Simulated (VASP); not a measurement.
# NaCl (Fm-3m) in VASP: notebook, part 2 of 2

VASP 6.6.1. The steps go on from the part before.

**4. Single point, PBE**

This run uses another cell than the first one, of 23.08 Å³/atom, 1.064 times its volume.

File INCAR:

```
SYSTEM = NaCl
PREC = Accurate
ENCUT = 520
EDIFF = 1E-7
ISMEAR = 0
SIGMA = 0.02
LREAL = .False.
LASPH = .True.
NELM = 100
ALGO = Normal
ISIF = 2
LWAVE = .False.
LCHARG = .False.
GGA = PE
NBANDS = 14
```

File KPOINTS:

```
regular mesh
0
Gamma
  8 8 8
  0 0 0
```

File POSCAR:

```
NaCl
1.0
    0.0000000000      2.8470934358      2.8470934358
    2.8470934358      0.0000000000      2.8470934358
    2.8470934358      2.8470934358      0.0000000000
Na Cl
1 1
Direct
    0.0000000000      0.0000000000      0.0000000000
    0.5000000000      0.5000000000      0.5000000000
```

Potentials or basis: VASP PAW PBE potentials, release 64 (Na_pv, Cl).

Started as:

```bash
cat potpaw_PBE.64/Na_pv/POTCAR potpaw_PBE.64/Cl/POTCAR > POTCAR
mpirun -np 1 vasp_std > vasp.out
```

OUTCAR:

```text
SYSTEM = NaCl
   PREC = Accurate
   ENCUT = 520
   EDIFF = 1E-7
   ISMEAR = 0
   LREAL = .False.
   LASPH = .True.
   NELM = 100
   ISIF = 2
   GGA = PE

 ion  position               nearest neighbor table
   1  0.000  0.000  0.000-
   2  0.500  0.500  0.500-

  LATTYP: Found a face centered cubic cell.
 ALAT       =     5.6941868716

  Lattice vectors:

 A1 = (   0.0000000000,   2.8470934358,   2.8470934358)
 A2 = (   2.8470934358,   0.0000000000,   2.8470934358)
 A3 = (   2.8470934358,   2.8470934358,   0.0000000000)

Analysis of symmetry for initial positions (statically):
=====================================================================
 Subroutine PRICEL returns:
 Original cell was already a primitive cell.

 Routine SETGRP: Setting up the symmetry group for a
 face centered cubic supercell.

 Subroutine GETGRP returns: Found 48 space group operations
 (whereof 48 operations were pure point group operations)
 out of a pool of 48 trial point group operations.

The static configuration has the point symmetry O_h .

Analysis of symmetry for dynamics (positions and initial velocities):
=====================================================================
 Subroutine PRICEL returns:
 Original cell was already a primitive cell.

 Routine SETGRP: Setting up the symmetry group for a
 face centered cubic supercell.

 Subroutine GETGRP returns: Found 48 space group operations
 (whereof 48 operations were pure point group operations)
 out of a pool of 48 trial point group operations.

The dynamic configuration has the point symmetry O_h .

 Subroutine INISYM returns: Found 48 space group operations
 (whereof 48 operations are pure point group operations),
 and found     1 'primitive' translations

----------------------------------------------------------------------------------------

                                     Primitive cell

  volume of cell :      46.1567

  direct lattice vectors                    reciprocal lattice vectors
     0.000000000  2.847093436  2.847093436    -0.175617700  0.175617700  0.175617700
     2.847093436  0.000000000  2.847093436     0.175617700 -0.175617700  0.175617700
     2.847093436  2.847093436  0.000000000     0.175617700  0.175617700 -0.175617700

  length of vectors
     4.026398150  4.026398150  4.026398150     0.304178779  0.304178779  0.304178779

  position of ions in fractional coordinates (direct lattice)
     0.000000000  0.000000000  0.000000000
     0.500000000  0.500000000  0.500000000

  ion indices of the primitive-cell ions
   primitive index   ion index
                 1           1
                 2           2

----------------------------------------------------------------------------------------

 KPOINTS: regular mesh

Automatic generation of k-mesh.
 Grid dimensions read from file:
 generate k-points for:    8    8    8

 Generating k-lattice:

  Cartesian coordinates                     Fractional coordinates (reciprocal lattice)
[... 39 lines left out ...]
  0.500000  0.250000  0.125000     48.000000
 -0.375000  0.250000  0.125000     24.000000
 [... further k-points ...]
   k-points           NKPTS =     29   k-points in BZ     NKDIM =     29   number of bands    NBANDS=     14
   number of dos      NEDOS =    301   number of ions     NIONS =      2
   total plane-waves  NPLWV =  27000
   dimension x,y,z NGX =    30 NGY =   30 NGZ =   30
   dimension x,y,z NGXF=    60 NGYF=   60 NGZF=   60
   ions per type =               1   1
   NGX,Y,Z   is equivalent  to a cutoff of  12.39, 12.39, 12.39 a.u.
   NGXF,Y,Z  is equivalent  to a cutoff of  24.77, 24.77, 24.77 a.u.
 SYSTEM =  NaCl
   PREC   = accura    normal or accurate (medium, high low for compatibility)
   ISTART =      0    job   : 0-new  1-cont  2-samecut
   ICHARG =      2    charge: 1-file 2-atom 10-const
   ISPIN  =      1    spin polarized calculation?
   LNONCOLLINEAR =      F non collinear calculations
   LSORBIT =      F    spin-orbit coupling
   LASPH  =      T    aspherical Exc in radial PAW
   ENCUT  =  520.0 eV  38.22 Ry    6.18 a.u.   7.49  7.49  7.49*2*pi/ulx,y,z
   NELM   =    100;   NELMIN=  2; NELMDL= -5     # of ELM steps
   EDIFF  = 0.1E-06   stopping-criterion for ELM
   LREAL  =      F    real-space projection
   EDIFFG = 0.1E-05   stopping-criterion for IOM
   NSW    =      0    number of steps for IOM
   IBRION =     -1    ionic relax: 0-MD 1-quasi-New 2-CG
   NFREE  =      0    steps in history (QN), initial steepest desc. (CG)
   ISIF   =      2    stress and relaxation
   ISYM   =      2    0-nonsym 1-usesym 2-fastsym
   POTIM  = 0.5000    time-step for ionic-motion
   TEBEG  =    0.0;   TEEND  =   0.0 temperature during run
   PSTRESS=    0.0 pullay stress
   NELECT =      14.0000    total number of electrons
   NUPDOWN=      -1.0000    fix difference up-down
   EMIN   =  10.00;   EMAX   =-10.00  energy-range for DOS
   EFERMI =   0.00;   METHOD = LEGACY
   ISMEAR =     0;   SIGMA  =   0.02  broadening in eV -4-tet -1-fermi 0-gaus
   EFERMI_NEDOS =   21; number of points for ismear=-14 and -15
   IALGO  =     38    algorithm
   IMIX   =      4    mixing-type and parameters
     AMIX     =   0.40;   BMIX     =  1.00
     AMIX_MAG =   1.60;   BMIX_MAG =  1.00
  volume/ion in A,a.u.               =      23.08       155.74
  Fermi-wavevector in a.u.,A,eV,Ry     =   1.099949  2.078602 16.461516  1.209887
  Thomas-Fermi vector in A             =   2.236352
   LORBIT       =      0    0 simple, 1 ext, 2 COOP (PROOUT), +10 PAW based schemes
   GGA     = PE    functional components
   LHFCALC =     F    Hartree Fock is set to
   AEXX    =    0.0000 exact exchange contribution
   IVDW    =     0    specifies the selected vdW correction
   LEPSILON=     F    determine dielectric tensor
   LRPA    =     F    only Hartree local field effects (RPA)
 non-spin polarized calculation
 Gauss-broadening in eV      SIGMA  =   0.02
  energy-cutoff  :      520.00
  volume of cell :       46.16
 maximum number of plane-waves:      1259
 NGX is ok and might be reduce to    30
   NGX = 15   NGY = 15   NGZ = 15

 number of electron      13.9999992 magnetization

 Free energy of the ion-electron system (eV)
  ---------------------------------------------------
  ext. energy  EPLUGINS =         0.00000000
  ---------------------------------------------------
  free energy    TOTEN  =        -6.77788768 eV

  energy without entropy =       -6.77788768  energy(sigma->0) =       -6.77788768

 E-fermi :  -0.6948     XC(G=0):  -8.0441

 val. band max:       -0.8940722380   @ k =   0.0000   0.0000   0.0000
 cond. band min:       4.1048750661   @ k =   0.0000   0.0000   0.0000
 fundamental gap:      4.9989473041
 Fermi energy:        -0.6947946851

 k-point     1 :       0.0000    0.0000    0.0000
  band No.  band energies     occupation
      1     -21.7692      2.00000
      2     -21.7692      2.00000
      3     -21.7692      2.00000
      4     -13.4900      2.00000
      5      -0.8941      2.00000
      6      -0.8941      2.00000
      7      -0.8941      2.00000
      8       4.1049      0.00000
      9      10.1954      0.00000
     10      10.1954      0.00000
     11      10.1954      0.00000
     12      12.3191      0.00000
     13      12.3191      0.00000
     14      13.8790      0.00000
[... 377 lines left out ...]
      1     -21.7896      2.00000
      2     -21.7764      2.00000
      3     -21.7730      2.00000
      4     -13.1512      2.00000
      5      -2.4694      2.00000
      6      -1.6174      2.00000
      7      -1.2833      2.00000
      8       7.3620      0.00000
      9       8.5172      0.00000
     10       9.2554      0.00000
     11      10.7315      0.00000
     12      13.3075      0.00000
     13      14.5294      0.00000
     14      15.5805      0.00000

 [... further k-points ...]

------------------------ aborting loop because EDIFF is reached ----------------------------------------

  FORCE on cell =-STRESS in cart. coord.  units (eV):
  Direction    XX          YY          ZZ          XY          YZ          ZX
  --------------------------------------------------------------------------------------
  -------------------------------------------------------------------------------------
  Total       -0.0030064     -0.0030064     -0.0030064      0.0000000     -0.0000000      0.0000000
  in kB       -0.1043571     -0.1043571     -0.1043571      0.0000000     -0.0000000      0.0000000
  external PRESSURE =      -0.1043571 kB  Pullay stress =       0.0000000 kB

 VOLUME and BASIS-vectors are now :
 -----------------------------------------------------------------------------
  energy-cutoff  :      520.00
  volume of cell :       46.16
      direct lattice vectors                 reciprocal lattice vectors
     0.000000000  2.847093436  2.847093436    -0.175617700  0.175617700  0.175617700
     2.847093436  0.000000000  2.847093436     0.175617700 -0.175617700  0.175617700
     2.847093436  2.847093436  0.000000000     0.175617700  0.175617700 -0.175617700

 POSITION                                       TOTAL-FORCE (eV/Angst)
 -----------------------------------------------------------------------------------
      0.00000      0.00000      0.00000         0.000000     -0.000000      0.000000
      2.84709      2.84709      2.84709        -0.000000      0.000000     -0.000000
 -----------------------------------------------------------------------------------
    total drift:                               -0.000000      0.000000      0.000000

  FREE ENERGIE OF THE ION-ELECTRON SYSTEM (eV)
  ---------------------------------------------------
  free  energy   TOTEN  =        -6.7778876833 eV

  energy  without entropy=       -6.7778876833  energy(sigma->0) =       -6.77788768
```

stdout:

```text
POSCAR found type information on POSCAR NaCl
 POSCAR found :  2 types and       2 ions
 scaLAPACK will be used
 LDA part: xc-table for (Slater+PW92), standard interpolation
 POSCAR, INCAR and KPOINTS ok, starting setup
 FFT: planning ... GRIDC
 FFT: planning ... GRID_SOFT
 FFT: planning ... GRID
 WAVECAR not read
 entering main loop
```

It took 26 s on 1 thread of Intel Xeon Platinum 8259CL at 2.50GHz (Skylake/Cascade Lake), shared host; peak memory 0.16 GiB.

Results:

| Item | Value |
| --- | --- |
| Free energy | -6.7779 eV |
| Pressure | 0.0 GPa |
| Band gap on the k mesh | 5.00 eV, direct |

A k mesh can miss the band edges.

**5. Single point, PBE**

This run uses another cell than the first one, of 23.08 Å³/atom, 1.064 times its volume.

File INCAR:

```
PREC = Accurate
ENCUT = 520
EDIFF = 1E-7
ISMEAR = 0
SIGMA = 0.02
LREAL = False
LASPH = True
NELM = 100
ALGO = Normal
ISIF = 2
LWAVE = False
LCHARG = True
GGA = PE
LELF = True
LVHAR = True
NBANDS = 14
```

File KPOINTS:

```
Automatic mesh
0
Gamma
  8 8 8
```

POSCAR is that of step 4.

Started as:

```bash
cat potpaw_PBE.64/Na_pv/POTCAR potpaw_PBE.64/Cl/POTCAR > POTCAR
mpirun -np 1 vasp_std > vasp.out
```

Run time: 33 s. Hardware: 1 thread of Intel Xeon Platinum 8259CL at 2.50GHz (Skylake/Cascade Lake), shared host; peak memory 0.16 GiB.

The run converged. Its results:

```yaml
Free_energy: -6.7779 eV
Pressure: 0.0 GPa
Band_gap_on_the_k_mesh: 5.00 eV, direct
```

Levels at points of the mesh, in eV from the valence-band top:
```tsv
k point	band 4	band 5	band 6	band 7	band 8	band 9	band 10	band 11
(0.00, 0.00, 0.00)	-12.60	0.00	0.00	0.00	5.00	11.09	11.09	11.09
(0.50, 0.00, 0.00)	-12.29	-1.84	-0.25	-0.25	7.22	10.39	10.90	10.90
(0.50, 0.50, 0.00)	-12.24	-1.58	-0.57	-0.57	7.45	8.10	11.12	14.52
```

**6. Summary**

```tsv
cell	gap on the mesh (eV)	pressure (GPa)
a = 3.944 Å, angles 60.0°, 2 atoms	5.24	1.7
a = 3.986 Å, angles 60.0°, 2 atoms	5.11	0.8
a = 4.026 Å, angles 60.0°, 2 atoms	5.00	0.0
```

Alike in all rows: task single point; level PBE; potentials or basis VASP PAW PBE potentials, release 64 (Na_pv, Cl); no spin polarisation; k mesh 8 × 8 × 8; cutoff (eV) 520; smearing gaussian 0.02 eV.

Absolute energies hang on the potentials; compare differences alone.
